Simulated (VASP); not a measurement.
# K in VASP: further runs, part 2 of 2

VASP 6.6.1. The steps go on from the part before.

## Step 5: Single point, PBE, collinear spin, ferromagnetic start

This run uses another cell than the first one: it holds 2 atoms, not 1.

INCAR reads:

```
SYSTEM = K
ALGO = Normal
EDIFF = 1E-6
ENCUT = 520
GGA = PE
ISIF = 2
ISMEAR = 0
ISPIN = 2
LASPH = .TRUE.
LCHARG = .TRUE.
LELF = .TRUE.
LORBIT = 11
LREAL = .FALSE.
LVHAR = .TRUE.
LWAVE = .FALSE.
MAGMOM = 0.5 0.5
NBANDS = 20
NELM = 150
PREC = Accurate
SIGMA = 0.05
```

KPOINTS reads:

```
k-points
0
G
  1 1 8
  0 0 0
```

POSCAR reads:

```
K
1.0
    9.0000000000      0.0000000000      0.0000000000
    0.0000000000      9.3000000000      0.0000000000
    0.0000000000      0.0000000000      8.5629479635
K
2
Direct
    0.5000000000      0.5000000000     -0.0174631537
    0.5000000000      0.5000000000      0.4824631537
```

Potentials or basis: VASP PAW PBE potentials, release 64 (K_sv).

Run with:

```sh
$ cat potpaw_PBE.64/K_sv/POTCAR > POTCAR
$ mpirun -np 1 vasp_std > vasp.out
```

OUTCAR:

```text
SYSTEM = K
   EDIFF = 1E-6
   ENCUT = 520
   GGA = PE
   ISIF = 2
   ISMEAR = 0
   ISPIN = 2
   LASPH = .TRUE.
   LORBIT = 11
   LREAL = .FALSE.
   NELM = 150
   PREC = Accurate

 ion  position               nearest neighbor table
   1  0.500  0.500  0.983-
   2  0.500  0.500  0.482-

  LATTYP: Found a simple orthorhombic cell.
 ALAT       =     8.5629479635
 B/A-ratio  =     1.0510399034
 C/A-ratio  =     1.0860745668

  Lattice vectors:

 A1 = (   0.0000000000,   0.0000000000,   8.5629479635)
 A2 = (   9.0000000000,   0.0000000000,   0.0000000000)
 A3 = (   0.0000000000,   9.3000000000,   0.0000000000)

Analysis of symmetry for initial positions (statically):
=====================================================================
 Subroutine PRICEL returns:
 Original cell was already a primitive cell.

 Routine SETGRP: Setting up the symmetry group for a
 simple orthorhombic supercell.

 Subroutine GETGRP returns: Found  8 space group operations
 (whereof  4 operations were pure point group operations)
 out of a pool of  8 trial point group operations.

The static configuration has the point symmetry C_2v.
 The point group associated with its full space group is D_2h.

Analysis of symmetry for dynamics (positions and initial velocities):
=====================================================================
 Subroutine PRICEL returns:
 Original cell was already a primitive cell.

 Routine SETGRP: Setting up the symmetry group for a
 simple orthorhombic supercell.

 Subroutine GETGRP returns: Found  8 space group operations
 (whereof  4 operations were pure point group operations)
 out of a pool of  8 trial point group operations.

The dynamic configuration has the point symmetry C_2v.
 The point group associated with its full space group is D_2h.

Analysis of structural, dynamic, and magnetic symmetry:
=====================================================================
 Subroutine PRICEL returns:
 Original cell was already a primitive cell.

 Routine SETGRP: Setting up the symmetry group for a
 simple orthorhombic supercell.

 Subroutine GETGRP returns: Found  8 space group operations
 (whereof  4 operations were pure point group operations)
 out of a pool of  8 trial point group operations.

The overall configuration has the point symmetry C_2v.
 The point group associated with its full space group is D_2h.

 Subroutine INISYM returns: Found  8 space group operations
 (whereof  4 operations are pure point group operations),
 and found     1 'primitive' translations

----------------------------------------------------------------------------------------

                                     Primitive cell

  volume of cell :     716.7187

  direct lattice vectors                    reciprocal lattice vectors
     9.000000000  0.000000000  0.000000000     0.111111111  0.000000000  0.000000000
     0.000000000  9.300000000  0.000000000     0.000000000  0.107526882  0.000000000
     0.000000000  0.000000000  8.562947963     0.000000000  0.000000000  0.116782211

  length of vectors
     9.000000000  9.300000000  8.562947963     0.111111111  0.107526882  0.116782211

  position of ions in fractional coordinates (direct lattice)
     0.500000000  0.500000000  0.982536846
[... 51 lines left out ...]
   ICHARG =      2    charge: 1-file 2-atom 10-const
   ISPIN  =      2    spin polarized calculation?
   LNONCOLLINEAR =      F non collinear calculations
   LSORBIT =      F    spin-orbit coupling
   LASPH  =      T    aspherical Exc in radial PAW
   ENCUT  =  520.0 eV  38.22 Ry    6.18 a.u.  16.73 17.29 15.92*2*pi/ulx,y,z
   NELM   =    150;   NELMIN=  2; NELMDL= -5     # of ELM steps
   EDIFF  = 0.1E-05   stopping-criterion for ELM
   LREAL  =      F    real-space projection
   EDIFFG = 0.1E-04   stopping-criterion for IOM
   NSW    =      0    number of steps for IOM
   IBRION =     -1    ionic relax: 0-MD 1-quasi-New 2-CG
   NFREE  =      0    steps in history (QN), initial steepest desc. (CG)
   ISIF   =      2    stress and relaxation
   ISYM   =      2    0-nonsym 1-usesym 2-fastsym
   POTIM  = 0.5000    time-step for ionic-motion
   TEBEG  =    0.0;   TEEND  =   0.0 temperature during run
   PSTRESS=    0.0 pullay stress
   NELECT =      18.0000    total number of electrons
   NUPDOWN=      -1.0000    fix difference up-down
   EMIN   =  10.00;   EMAX   =-10.00  energy-range for DOS
   EFERMI =   0.00;   METHOD = LEGACY
   ISMEAR =     0;   SIGMA  =   0.05  broadening in eV -4-tet -1-fermi 0-gaus
   EFERMI_NEDOS =   21; number of points for ismear=-14 and -15
   IALGO  =     38    algorithm
   IMIX   =      4    mixing-type and parameters
     AMIX     =   0.40;   BMIX     =  1.00
     AMIX_MAG =   1.60;   BMIX_MAG =  1.00
  volume/ion in A,a.u.               =     358.36      2418.33
  Fermi-wavevector in a.u.,A,eV,Ry     =   0.479420  0.905972  3.127210  0.229843
  Thomas-Fermi vector in A             =   1.476427
   LORBIT       =     11    0 simple, 1 ext, 2 COOP (PROOUT), +10 PAW based schemes
   GGA     = PE    functional components
   LHFCALC =     F    Hartree Fock is set to
   AEXX    =    0.0000 exact exchange contribution
   IVDW    =     0    specifies the selected vdW correction
   LEPSILON=     F    determine dielectric tensor
   LRPA    =     F    only Hartree local field effects (RPA)
 spin polarized calculation
 Gauss-broadening in eV      SIGMA  =   0.05
  energy-cutoff  :      520.00
  volume of cell :      716.72
 maximum number of plane-waves:     19352
 NGX is ok and might be reduce to    70

 number of electron      18.0000000 magnetization       0.1117435

 Free energy of the ion-electron system (eV)
  ---------------------------------------------------
  ext. energy  EPLUGINS =         0.00000000
  ---------------------------------------------------
  free energy    TOTEN  =        -1.27138981 eV

  energy without entropy =       -1.26546585  energy(sigma->0) =       -1.26842783

 E-fermi :  -2.0507     XC(G=0):  -2.4357

 val. band max:       -2.0715169931   @ k =   0.0000   0.0000   0.5000
 cond. band min:      -2.0299525905   @ k =   0.0000   0.0000   0.5000
 fundamental gap:      0.0415644026
 Fermi energy:        -2.0507221869

 spin component 1

 k-point     1 :       0.0000    0.0000    0.0000
  band No.  band energies     occupation
      1     -34.6431      1.00000
      2     -34.6386      1.00000
      3     -18.1448      1.00000
      4     -18.1273      1.00000
      5     -18.1258      1.00000
      6     -18.1184      1.00000
[... 91 lines left out ...]
      6     -18.1213      1.00000
[... 12 lines left out ...]
     19       1.3595      0.00000
     20       1.3599      0.00000
 Fermi energy:        -2.0507221869

 spin component 2

 k-point     1 :       0.0000    0.0000    0.0000
  band No.  band energies     occupation
      1     -34.6394      1.00000
      2     -34.6350      1.00000
      3     -18.1393      1.00000
      4     -18.1232      1.00000
      5     -18.1217      1.00000
      6     -18.1144      1.00000
[... 104 lines left out ...]
     19       1.3850      0.00000
     20       1.3854      0.00000

------------------------ aborting loop because EDIFF is reached ----------------------------------------

  FORCE on cell =-STRESS in cart. coord.  units (eV):
  Direction    XX          YY          ZZ          XY          YZ          ZX
  --------------------------------------------------------------------------------------
  -------------------------------------------------------------------------------------
  Total       -0.6313414     -0.5137033     -0.0412380      0.0000000      0.0000000      0.0000000
  in kB       -1.4113218     -1.1483497     -0.0921849      0.0000000      0.0000000      0.0000000
  external PRESSURE =      -0.8839521 kB  Pullay stress =       0.0000000 kB

 VOLUME and BASIS-vectors are now :
 -----------------------------------------------------------------------------
  energy-cutoff  :      520.00
  volume of cell :      716.72
      direct lattice vectors                 reciprocal lattice vectors
     9.000000000  0.000000000  0.000000000     0.111111111  0.000000000  0.000000000
     0.000000000  9.300000000  0.000000000     0.000000000  0.107526882  0.000000000
     0.000000000  0.000000000  8.562947963     0.000000000  0.000000000  0.116782211

 POSITION                                       TOTAL-FORCE (eV/Angst)
 -----------------------------------------------------------------------------------
      4.50000      4.65000      8.41341         0.000000      0.000000     -0.000223
      4.50000      4.65000      4.13131         0.000000      0.000000      0.000223
 -----------------------------------------------------------------------------------
    total drift:                                0.000000      0.000000      0.000018

  FREE ENERGIE OF THE ION-ELECTRON SYSTEM (eV)
  ---------------------------------------------------
  free  energy   TOTEN  =        -1.2713898096 eV

  energy  without entropy=       -1.2654658452  energy(sigma->0) =       -1.26842783

 total charge

# of ion       s       p       d       tot
------------------------------------------
    1        1.988   5.539   0.002   7.529
    2        1.988   5.539   0.002   7.529
--------------------------------------------------
tot          3.976  11.078   0.005  15.059

 magnetization (x)

# of ion       s       p       d       tot
------------------------------------------
    1        0.002   0.000   0.000   0.003
    2        0.002   0.000   0.000   0.003
--------------------------------------------------
tot          0.004   0.001   0.000   0.005
```

stdout:

```text
POSCAR found type information on POSCAR K
 POSCAR found :  1 types and       2 ions
 scaLAPACK will be used
 LDA part: xc-table for (Slater+PW92), standard interpolation
 POSCAR, INCAR and KPOINTS ok, starting setup
 FFT: planning ... GRIDC
 FFT: planning ... GRID_SOFT
 FFT: planning ... GRID
 WAVECAR not read
 entering main loop
```

Wall time 9 min (1 thread of Oxide Virtual Turin-like, shared host); peak memory 0.83 GiB.

What came out:

| Item | Value |
| --- | --- |
| Free energy | -1.2714 eV |
| Net moment | 0.11 μB per cell |
| Valence electrons inside the program's atomic spheres | K 7.53 |

Levels at points of the mesh, in eV from the Fermi level:
Spin up:
| k point | band 7 | band 8 | band 9 | band 10 | band 11 | band 12 |
| --- | --- | --- | --- | --- | --- | --- |
| (0.00, 0.00, 0.00) | -16.07 | -16.01 | -0.62 | 1.43 | 1.57 | 1.64 |
| (0.00, 0.00, 0.50) | -16.05 | -16.05 | -0.02 | -0.02 | 1.92 | 1.92 |
Spin down:
```csv
k point,band 5,band 6,band 7,band 8,band 9,band 10,band 11,band 12,band 13,band 14
"(0.00, 0.00, 0.00)",-16.07,-16.06,-16.06,-16.00,-0.58,1.49,1.61,1.68,1.75,1.99
"(0.00, 0.00, 0.50)",-16.07,-16.07,-16.05,-16.05,0.02,0.02,1.96,1.96,2.01,2.01
```

## Step 6: Single point, PBE, collinear spin, ferromagnetic start

This run uses another cell than the first one: it holds 4 atoms, not 1.

INCAR reads:

```
SYSTEM = K
ALGO = Normal
EDIFF = 1E-6
ENCUT = 520
GGA = PE
ISIF = 2
ISMEAR = 0
ISPIN = 2
LASPH = .True.
LCHARG = .False.
LORBIT = 11
LREAL = .False.
LWAVE = .False.
MAGMOM = 0.5 0.5 0.5 0.5
NBANDS = 30
NELM = 150
PREC = Accurate
SIGMA = 0.05
```

KPOINTS reads:

```
k-points
0
Gamma
  1 1 8
  0 0 0
```

POSCAR reads:

```
K
1.0
   13.3000000000      0.0000000000      0.0000000000
    0.0000000000      9.3000000000      0.0000000000
    0.0000000000      0.0000000000      8.5477495553
K
4
Direct
    0.3350943744      0.5000000000      0.0000000000
    0.3350943744      0.5000000000      0.5000000000
    0.6649056256      0.5000000000      0.0000000000
    0.6649056256      0.5000000000      0.5000000000
```

Potentials or basis: VASP PAW PBE potentials, release 64 (K_sv).

Run with:

```sh
$ cat potpaw_PBE.64/K_sv/POTCAR > POTCAR
$ mpirun -np 1 vasp_std > vasp.out
```

Run time: 15 min. Hardware: 1 thread of Oxide Virtual Turin-like, shared host; peak memory 1.2 GiB.

It converged, with:

| Item | Value |
| --- | --- |
| Free energy | -2.6753 eV |
| Band gap on the k mesh | 0.19 eV |
| Net moment | 0.00 μB per cell |
| Valence electrons inside the program's atomic spheres | K 7.53 |

Levels at points of the mesh, in eV from the valence-band top:
Spin up:
```csv
k point,band 16,band 17,band 18,band 19,band 20,band 21
"(0.00, 0.00, 0.00)",-15.93,-1.04,-0.15,0.85,1.02,1.20
"(0.00, 0.00, 0.50)",-15.97,-0.45,-0.45,0.44,0.44,1.24
```
Spin down:
| k point | band 16 | band 17 | band 18 | band 19 | band 20 | band 21 |
| --- | --- | --- | --- | --- | --- | --- |
| (0.00, 0.00, 0.00) | -15.93 | -1.04 | -0.15 | 0.85 | 1.02 | 1.20 |
| (0.00, 0.00, 0.50) | -15.97 | -0.45 | -0.45 | 0.44 | 0.44 | 1.24 |

## Step 7: The runs side by side

```csv
cell,k mesh,gap on the mesh (eV),moment (μB)
"a = 9.000, b = 9.300, c = 4.117 Å, 1 atom",1 × 1 × 16,none,0.06
"a = 9.000, b = 9.300, c = 4.268 Å, 1 atom",1 × 1 × 16,none,0.06
"a = 9.000, b = 9.300, c = 8.234 Å, 2 atoms",1 × 1 × 8,0.09,0.00
"a = 9.000, b = 9.300, c = 8.563 Å, 2 atoms",1 × 1 × 8,none,0.11
"a = 13.300, b = 9.300, c = 8.548 Å, 4 atoms",1 × 1 × 8,0.19,0.00
```

Alike in all rows: task single point; level PBE; potentials or basis VASP PAW PBE potentials, release 64 (K_sv); spin collinear, ferromagnetic start; cutoff (eV) 520; smearing gaussian 0.05 eV.

Absolute energies hang on the potentials; compare differences alone.
